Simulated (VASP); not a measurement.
# Si (P6_3/mmc) in VASP: further runs

The runs below take Si through single point, with LDA.

All numbers are computed with VASP 6.6.1; they aren't measurements. Logs are shortened: lines on timing, memory, paths and dates and some standing lists are left out, and cuts for length are marked.

## (1) The cell of the first run

It takes space group P6_3/mmc (No. 194, hexagonal). Conventional cell: a = 3.909 Å, b = 3.909 Å, c = 5.949 Å, α = 90.00°, β = 90.00°, γ = 120.00°. Within 2.6 Å of Si (site symmetry 3m) lie 4 Si at 1.94 to 2.48 Å.

This isn't the form of Si at room conditions, which is diamond.

## (2) Single point, LDA

INCAR reads:

```
SYSTEM = Si
ALGO = Normal
EDIFF = 1E-7
ENCUT = 520
GGA = CA
ISIF = 2
ISMEAR = 0
LASPH = .TRUE.
LCHARG = .TRUE.
LELF = .TRUE.
LREAL = .FALSE.
LVHAR = .TRUE.
LWAVE = .FALSE.
NBANDS = 16
NELM = 60
PREC = Accurate
SIGMA = 0.03
```

KPOINTS reads:

```
k-points
0
G
  12 12 6
  0 0 0
```

POSCAR reads:

```
Si
1.0
    3.9087888130      0.0000000000      0.0000000000
   -1.9543944065      3.3851104101      0.0000000000
    0.0000000000      0.0000000000      5.9487856945
Si
4
Direct
    0.3333333333      0.6666666667      0.0868883759
    0.6666666667      0.3333333333      0.5868883759
    0.3333333333      0.6666666667      0.4131116241
    0.6666666667      0.3333333333      0.9131116241
```

Potentials or basis: VASP PAW LDA potentials, release 64 (Si).

Started as:

```
$ cat potpaw_LDA.64/Si/POTCAR > POTCAR
$ mpirun -np 1 vasp_std > vasp.out
```

OUTCAR:

```text
SYSTEM = Si
   EDIFF = 1E-7
   ENCUT = 520
   GGA = CA
   ISIF = 2
   ISMEAR = 0
   LASPH = .TRUE.
   LREAL = .FALSE.
   NELM = 60
   PREC = Accurate

 ion  position               nearest neighbor table
   1  0.333  0.667  0.087-   3 1.94   4 2.48   4 2.48   4 2.48
   2  0.667  0.333  0.587-   4 1.94   3 2.48   3 2.48   3 2.48
   3  0.333  0.667  0.413-   1 1.94   2 2.48   2 2.48   2 2.48
   4  0.667  0.333  0.913-   2 1.94   1 2.48   1 2.48   1 2.48

  LATTYP: Found a hexagonal cell.
 ALAT       =     3.9087888130
 C/A-ratio  =     1.5219000000

  Lattice vectors:

 A1 = (   3.9087888130,   0.0000000000,   0.0000000000)
 A2 = (  -1.9543944065,   3.3851104101,   0.0000000000)
 A3 = (   0.0000000000,   0.0000000000,   5.9487856945)

Analysis of symmetry for initial positions (statically):
=====================================================================
 Subroutine PRICEL returns:
 Original cell was already a primitive cell.

 Routine SETGRP: Setting up the symmetry group for a
 hexagonal supercell.

 Subroutine GETGRP returns: Found 24 space group operations
 (whereof 12 operations were pure point group operations)
 out of a pool of 24 trial point group operations.

The static configuration has the point symmetry D_3d.
 The point group associated with its full space group is D_6h.

Analysis of symmetry for dynamics (positions and initial velocities):
=====================================================================
 Subroutine PRICEL returns:
 Original cell was already a primitive cell.

 Routine SETGRP: Setting up the symmetry group for a
 hexagonal supercell.

 Subroutine GETGRP returns: Found 24 space group operations
 (whereof 12 operations were pure point group operations)
 out of a pool of 24 trial point group operations.

The dynamic configuration has the point symmetry D_3d.
 The point group associated with its full space group is D_6h.

 Subroutine INISYM returns: Found 24 space group operations
 (whereof 12 operations are pure point group operations),
 and found     1 'primitive' translations

----------------------------------------------------------------------------------------

                                     Primitive cell

  volume of cell :      78.7124

  direct lattice vectors                    reciprocal lattice vectors
     3.908788813  0.000000000  0.000000000     0.255833724  0.147705670  0.000000000
    -1.954394407  3.385110410  0.000000000     0.000000000  0.295411339  0.000000000
     0.000000000  0.000000000  5.948785694     0.000000000  0.000000000  0.168101534

  length of vectors
     3.908788813  3.908788813  5.948785694     0.295411339  0.295411339  0.168101534

  position of ions in fractional coordinates (direct lattice)
     0.333333333  0.666666667  0.086888376
     0.666666667  0.333333333  0.586888376
     0.333333333  0.666666667  0.413111624
     0.666666667  0.333333333  0.913111624

  ion indices of the primitive-cell ions
   primitive index   ion index
                 1           1
                 2           2
                 3           3
                 4           4

----------------------------------------------------------------------------------------

 KPOINTS: k-points

Automatic generation of k-mesh.
 Grid dimensions read from file:
 generate k-points for:   12   12    6

 Generating k-lattice:

  Cartesian coordinates                     Fractional coordinates (reciprocal lattice)
     0.021319477  0.012308806  0.000000000     0.083333333  0.000000000  0.000000000
     0.000000000  0.024617612  0.000000000     0.000000000  0.083333333  0.000000000
     0.000000000  0.000000000  0.028016922     0.000000000  0.000000000  0.166666667

  Length of vectors
     0.024617612  0.024617612  0.028016922

  Shift w.r.t. Gamma in fractional coordinates (k-lattice)
     0.000000000  0.000000000  0.000000000

 Subroutine IBZKPT returns following result:
 ===========================================

 Found     76 irreducible k-points:

 Following reciprocal coordinates:
            Coordinates               Weight
  0.000000  0.000000  0.000000      1.000000
  0.083333  0.000000  0.000000      6.000000
  0.166667  0.000000  0.000000      6.000000
  0.250000  0.000000  0.000000      6.000000
  0.333333  0.000000  0.000000      6.000000
  0.416667  0.000000  0.000000      6.000000
[... 16 lines left out ...]
  0.250000  0.000000  0.166667     12.000000
  0.333333  0.000000  0.166667     12.000000
 [... further k-points ...]
   k-points           NKPTS =     76   k-points in BZ     NKDIM =     76   number of bands    NBANDS=     16
   number of dos      NEDOS =    301   number of ions     NIONS =      4
   total plane-waves  NPLWV =  43200
   dimension x,y,z NGX =    30 NGY =   30 NGZ =   48
   dimension x,y,z NGXF=    60 NGYF=   60 NGZF=   96
   ions per type =               4
   NGX,Y,Z   is equivalent  to a cutoff of  12.76, 12.76, 13.41 a.u.
   NGXF,Y,Z  is equivalent  to a cutoff of  25.52, 25.52, 26.83 a.u.
 SYSTEM =  Si
   PREC   = accura    normal or accurate (medium, high low for compatibility)
   ISTART =      0    job   : 0-new  1-cont  2-samecut
   ICHARG =      2    charge: 1-file 2-atom 10-const
   ISPIN  =      1    spin polarized calculation?
   LNONCOLLINEAR =      F non collinear calculations
   LSORBIT =      F    spin-orbit coupling
   LASPH  =      T    aspherical Exc in radial PAW
   ENCUT  =  520.0 eV  38.22 Ry    6.18 a.u.   7.27  7.27 11.06*2*pi/ulx,y,z
   NELM   =     60;   NELMIN=  2; NELMDL= -5     # of ELM steps
   EDIFF  = 0.1E-06   stopping-criterion for ELM
   LREAL  =      F    real-space projection
   EDIFFG = 0.1E-05   stopping-criterion for IOM
   NSW    =      0    number of steps for IOM
   IBRION =     -1    ionic relax: 0-MD 1-quasi-New 2-CG
   NFREE  =      0    steps in history (QN), initial steepest desc. (CG)
   ISIF   =      2    stress and relaxation
   ISYM   =      2    0-nonsym 1-usesym 2-fastsym
   POTIM  = 0.5000    time-step for ionic-motion
   TEBEG  =    0.0;   TEEND  =   0.0 temperature during run
   PSTRESS=    0.0 pullay stress
   NELECT =      16.0000    total number of electrons
   NUPDOWN=      -1.0000    fix difference up-down
   EMIN   =  10.00;   EMAX   =-10.00  energy-range for DOS
   EFERMI =   0.00;   METHOD = LEGACY
   ISMEAR =     0;   SIGMA  =   0.03  broadening in eV -4-tet -1-fermi 0-gaus
   EFERMI_NEDOS =   21; number of points for ismear=-14 and -15
   IALGO  =     38    algorithm
   IMIX   =      4    mixing-type and parameters
     AMIX     =   0.40;   BMIX     =  1.00
     AMIX_MAG =   1.60;   BMIX_MAG =  1.00
  volume/ion in A,a.u.               =      19.68       132.79
  Fermi-wavevector in a.u.,A,eV,Ry     =   0.962573  1.818999 12.606436  0.926547
  Thomas-Fermi vector in A             =   2.092044
   LORBIT       =      0    0 simple, 1 ext, 2 COOP (PROOUT), +10 PAW based schemes
   GGA     = CA    functional components
   LHFCALC =     F    Hartree Fock is set to
   AEXX    =    0.0000 exact exchange contribution
   IVDW    =     0    specifies the selected vdW correction
   LEPSILON=     F    determine dielectric tensor
   LRPA    =     F    only Hartree local field effects (RPA)
 non-spin polarized calculation
 Gauss-broadening in eV      SIGMA  =   0.03
  energy-cutoff  :      520.00
  volume of cell :       78.71
 maximum number of plane-waves:      2144
 NGX is ok and might be reduce to    30

 number of electron      16.0000000 magnetization

 Free energy of the ion-electron system (eV)
  ---------------------------------------------------
  ext. energy  EPLUGINS =         0.00000000
  ---------------------------------------------------
  free energy    TOTEN  =       -20.95539736 eV

  energy without entropy =      -20.95522776  energy(sigma->0) =      -20.95531256

 E-fermi :   6.3366     XC(G=0):  -9.6511

 val. band max:        6.3195164548   @ k =   0.0000   0.0000   0.1667
 cond. band min:       6.3549968436   @ k =   0.4167   0.1667   0.0000
 fundamental gap:      0.0354803889
 Fermi energy:         6.3366474874

 k-point     1 :       0.0000    0.0000    0.0000
  band No.  band energies     occupation
      1      -6.3759      2.00000
      2      -2.7223      2.00000
      3      -2.6142      2.00000
      4       4.2549      2.00000
      5       4.2549      2.00000
      6       4.5365      2.00000
[... 8 lines left out ...]
     15      10.9970      0.00000
     16      11.2682      0.00000

 k-point     2 :       0.0833    0.0000    0.0000
  band No.  band energies     occupation
      1      -6.3042      2.00000
      2      -2.6439      2.00000
      3      -2.5920      2.00000
      4       3.6611      2.00000
      5       4.0998      2.00000
      6       4.3852      2.00000
[... 8 lines left out ...]
     15      11.0601      0.00000
     16      11.2650      0.00000

 k-point     3 :       0.1667    0.0000    0.0000
  band No.  band energies     occupation
      1      -6.0917      2.00000
      2      -2.5450      2.00000
      3      -2.4104      2.00000
      4       2.6153      2.00000
      5       3.7546      2.00000
      6       3.9885      2.00000
[... 8 lines left out ...]
     15      11.4492      0.00000
     16      11.9632      0.00000

 k-point     4 :       0.2500    0.0000    0.0000
  band No.  band energies     occupation
      1      -5.7485      2.00000
      2      -2.5397      2.00000
      3      -2.0281      2.00000
      4       1.6643      2.00000
      5       3.3889      2.00000
      6       3.4510      2.00000
[... 8 lines left out ...]
     15      11.9800      0.00000
     16      12.0670      0.00000

 k-point     5 :       0.3333    0.0000    0.0000
  band No.  band energies     occupation
      1      -5.2991      2.00000
      2      -2.6857      2.00000
      3      -1.5143      2.00000
      4       1.0245      2.00000
      5       2.5688      2.00000
      6       2.8867      2.00000
[... 8 lines left out ...]
     15      12.4474      0.00000
     16      13.1238      0.00000

 k-point     6 :       0.4167    0.0000    0.0000
  band No.  band energies     occupation
      1      -4.8120      2.00000
      2      -3.0189      2.00000
      3      -0.9295      2.00000
      4       0.7659      2.00000
      5       1.5702      2.00000
      6       2.4213      2.00000
[... 8 lines left out ...]
     15      13.9890      0.00000
     16      14.4591      0.00000
[... 267 lines left out ...]
 k-point    21 :       0.0833    0.0000    0.1667
  band No.  band energies     occupation
      1      -6.1981      2.00000
      2      -3.7123      2.00000
      3      -1.3716      2.00000
      4       3.7485      2.00000
      5       3.8909      2.00000
      6       4.1924      2.00000
[... 8 lines left out ...]
     15      10.8156      0.00000
     16      11.3651      0.00000

 k-point    22 :       0.1667    0.0000    0.1667
  band No.  band energies     occupation
      1      -5.9867      2.00000
      2      -3.5421      2.00000
      3      -1.2859      2.00000
      4       2.7434      2.00000
      5       3.3994      2.00000
      6       3.8499      2.00000
[... 8 lines left out ...]
     15      11.4767      0.00000
     16      11.5196      0.00000

 k-point    23 :       0.2500    0.0000    0.1667
  band No.  band energies     occupation
      1      -5.6459      2.00000
      2      -3.3043      2.00000
      3      -1.2009      2.00000
      4       1.8525      2.00000
      5       2.6288      2.00000
      6       3.4862      2.00000
[... 8 lines left out ...]
     15      12.2001      0.00000
     16      12.2140      0.00000

 k-point    24 :       0.3333    0.0000    0.1667
  band No.  band energies     occupation
      1      -5.2010      2.00000
      2      -3.1167      2.00000
      3      -1.1600      2.00000
      4       1.3153      2.00000
      5       1.7565      2.00000
      6       3.1907      2.00000
[... 8 lines left out ...]
     15      12.8049      0.00000
     16      13.1991      0.00000

 [... further k-points ...]

------------------------ aborting loop because EDIFF is reached ----------------------------------------

  FORCE on cell =-STRESS in cart. coord.  units (eV):
  Direction    XX          YY          ZZ          XY          YZ          ZX
  --------------------------------------------------------------------------------------
  -------------------------------------------------------------------------------------
  Total       -5.1548539     -5.1548539     26.7286470      0.0000000     -0.0000000     -0.0000000
  in kB     -104.9261102   -104.9261102    544.0567327      0.0000000     -0.0000000     -0.0000000
  external PRESSURE =     111.4015041 kB  Pullay stress =       0.0000000 kB

 VOLUME and BASIS-vectors are now :
 -----------------------------------------------------------------------------
  energy-cutoff  :      520.00
  volume of cell :       78.71
      direct lattice vectors                 reciprocal lattice vectors
     3.908788813  0.000000000  0.000000000     0.255833724  0.147705670  0.000000000
    -1.954394407  3.385110410  0.000000000     0.000000000  0.295411339  0.000000000
     0.000000000  0.000000000  5.948785694     0.000000000  0.000000000  0.168101534

 POSITION                                       TOTAL-FORCE (eV/Angst)
 -----------------------------------------------------------------------------------
     -0.00000      2.25674      0.51688        -0.000000      0.000000     -8.747761
      1.95439      1.12837      3.49127         0.000000     -0.000000     -8.747761
     -0.00000      2.25674      2.45751        -0.000000      0.000000      8.747761
      1.95439      1.12837      5.43191         0.000000     -0.000000      8.747761
 -----------------------------------------------------------------------------------
    total drift:                               -0.000000      0.000000      0.000000

  FREE ENERGIE OF THE ION-ELECTRON SYSTEM (eV)
  ---------------------------------------------------
  free  energy   TOTEN  =       -20.9553973597 eV

  energy  without entropy=      -20.9552277553  energy(sigma->0) =      -20.95531256
```

Wall time 68 s (1 thread of Intel Xeon Platinum 8488C (Sapphire Rapids), shared host); peak memory 0.2 GiB.

Results:

* Free energy: -20.9554 eV
* Pressure: 11.1 GPa
* Largest force: 8.748 eV/Å
* Band gap on the k mesh: zero (bands 8 and 9 overlap by 1.22 eV)

Forces on the atoms (eV/Å):
```
Si   0.000  0.000 -8.748
Si   0.000  0.000 -8.748
Si   0.000  0.000  8.748
Si   0.000  0.000  8.748
```

Stress tensor (GPa, compression positive):
```
-10.49   0.00   0.00
  0.00 -10.49   0.00
  0.00   0.00  54.41
```

Caveat: the cell stands under pressure; forces of over 1 eV/Å act on the atoms, so gaps and moduli don't describe the material at rest.

## (3) Single point, LDA

This run uses another cell than the first one, of the same volume but with other edges.

INCAR reads:

```
SYSTEM = Si
PREC = Accurate ; ENCUT = 520
EDIFF = 1E-6 ; ISMEAR = 0
SIGMA = 0.03 ; LREAL = .FALSE.
LASPH = .TRUE. ; NELM = 100
ALGO = Normal ; ISIF = 2
LWAVE = .FALSE. ; LCHARG = .TRUE.
LELF = .TRUE. ; LVHAR = .TRUE.
NBANDS = 16
```

KPOINTS reads:

```
regular mesh
0
G
  12 12 6
  0 0 0
```

POSCAR reads:

```
Si
1.0
    3.7522730523      0.0000000000      0.0000000000
   -1.8761365262      3.2495637852      0.0000000000
    0.0000000000      0.0000000000      6.4554105591
Si
4
Direct
    0.3333333333      0.6666666667      0.0725769780
    0.6666666667      0.3333333333      0.5725769780
    0.3333333333      0.6666666667      0.4274230220
    0.6666666667      0.3333333333      0.9274230220
```

Potentials or basis: VASP PAW LDA potentials, release 64 (Si).

Started as:

```
$ cat potpaw_LDA.64/Si/POTCAR > POTCAR
$ mpirun -np 1 vasp_std > vasp.out
```

It took 46 s on 1 thread of Intel Xeon Platinum 8488C (Sapphire Rapids), shared host; peak memory 0.19 GiB.

Results (log left out):

```
Free energy            : -23.6391 eV
Pressure               : -0.3 GPa
Largest force          : 1.320 eV/Å
Band gap on the k mesh : zero (bands 8 and 9 overlap by 0.15 eV)
```

Forces in eV/Å, atoms in the order of the input:
```
Si   0.000  0.000 -1.320
Si   0.000  0.000 -1.320
Si   0.000  0.000  1.320
Si   0.000  0.000  1.320
```

Stress tensor (GPa, compression positive):
```
-0.03  0.00  0.00
 0.00 -0.03  0.00
 0.00  0.00 -0.96
```

Levels at points of the mesh, in eV from the Fermi level:
```csv
k point,band 5,band 6,band 7,band 8,band 9,band 10,band 11,band 12
"(0.00, 0.00, 0.00)",-1.48,-1.40,0.09,0.09,1.28,1.59,1.75,1.75
"(0.50, 0.00, 0.00)",-5.31,-3.70,-3.13,-1.48,0.29,1.92,2.13,2.44
"(0.00, 0.00, 0.50)",-0.89,-0.89,-0.89,-0.89,1.97,1.97,2.84,2.84
"(0.50, 0.00, 0.50)",-3.18,-3.18,-2.50,-2.50,0.31,0.31,1.39,1.39
```

Caveat: semilocal functionals underestimate gaps, so a narrow gap can read as zero; forces of over 1 eV/Å act on the atoms, so gaps and moduli don't describe the material at rest.

[end of part 1 of 2]
